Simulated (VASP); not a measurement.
# WC: single point with r2SCAN

WC:

```
W C
1.0
     0.00000    2.18242    2.07329
     2.18242    0.00000    2.07329
     2.18242    2.18242    0.00000
W C
1 1
Direct
  0.00000 0.00000 0.00000
  0.50000 0.50000 0.50000
```

This cell differs from its parent crystal: strain +0.000 along x and y, -0.050 along z.

```yaml
Program: VASP 6.6.1
Task: single point
Functional: r2SCAN
Potentials_or_basis: VASP PAW PBE potentials, release 64 (W_sv, C)
Cutoff: 520 eV
k_mesh: 24 × 24 × 24
Occupations: gaussian, width 0.15 eV
Spin: no spin polarisation
Dipole_correction: no
Further_INCAR_settings: ALGO = Normal; EDIFF = 1e-06; NBANDS = 16
```

```json
{
 "Pressure": "26.4 GPa",
 "Band gap on the k mesh": "zero (band 9 reaches 14.64 eV, above the bottom of band 10 at 11.15 eV)"
}
```

Stress tensor (GPa, compression positive):
```
12.37  0.00  0.00
 0.00 12.37  0.00
 0.00  0.00 54.56
```

Levels at points of the mesh, in eV from the Fermi level:
```
           k point  band 5  band 6  band 7  band 8  band 9  band 10  band 11  band 12  band 13  band 14
(0.00, 0.00, 0.00)  -17.31   -3.31   -3.31   -2.63   -1.41    -1.40    -1.40    -1.08    -0.90     8.02
(0.50, 0.00, 0.00)  -12.17  -10.80   -7.51   -7.44    1.01     1.52     2.86     5.41     9.28    10.45
(0.50, 0.50, 0.00)  -15.06   -6.46   -5.58   -3.07   -3.07     1.09     2.63     2.63     7.05     8.32
(0.50, 0.00, 0.50)  -15.13   -6.40   -6.28   -2.78   -2.55     0.86     2.31     2.91     6.14     8.95
```

It took 12 min on 1 thread of Intel(R) Xeon(R) Platinum 8259CL CPU @ 2.50GHz (Skylake/Cascade Lake) (shared host), peak memory 0.43 GiB.

Caveat: the cell differs from its parent crystal (strain +0.000 along x and y, -0.050 along z); the PAW data sets were made with another functional, which shifts forces and pressure a little; spin-orbit coupling is left out, which moves the levels of the heavy elements.
